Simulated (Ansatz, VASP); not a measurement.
# One calculation of Se, two programs

```xyz
6
Lattice="5.5764 0.0000 0.0000 0.0000 5.5764 0.0000 0.0000 0.0000 5.2244" Properties=species:S:1:pos:R:3 pbc="T T T"
Se    0.0000    0.0000    3.9183
Se    0.0000    0.0000    1.3061
Se    1.1359    2.7882    0.0000
Se    2.7882    1.1359    2.6122
Se    2.7882    4.4405    2.6122
Se    4.4405    2.7882    0.0000
```

Alike in both runs: functional PBE; k mesh 4 × 4 × 4; occupations gaussian, width 0.1 eV; no spin polarisation.

Ansatz relaxed the structure, and its values are those at the end. VASP's run is a single point on that final structure, the one shown.

|  | VASP | Ansatz |
| --- | --- | --- |
| version | VASP 6.6.1 | Ansatz 0.2.0 |
| potentials or method | VASP PAW PBE potentials, release 64 (Se), cutoff 520 eV | scalar-relativistic, plane waves, PAW |
| valence electrons in the cell | 36 | 96 |

VASP gave:

- gap on the k mesh at the Fermi level (eV): none
- pressure (GPa): 0.2
- rms of the force components (eV/Å): 0.023

Problem. What did Ansatz give for the same quantities?

Solution. gap on the k mesh at the Fermi level (eV): none; pressure (GPa): 0.1; rms of the force components (eV/Å): 0.006.

A gap of «none» marks a metal or a gap that the smearing closes. VASP's potentials hold 36 valence electrons a cell and Ansatz's 96, so a difference there can come from the potentials and not from the codes.
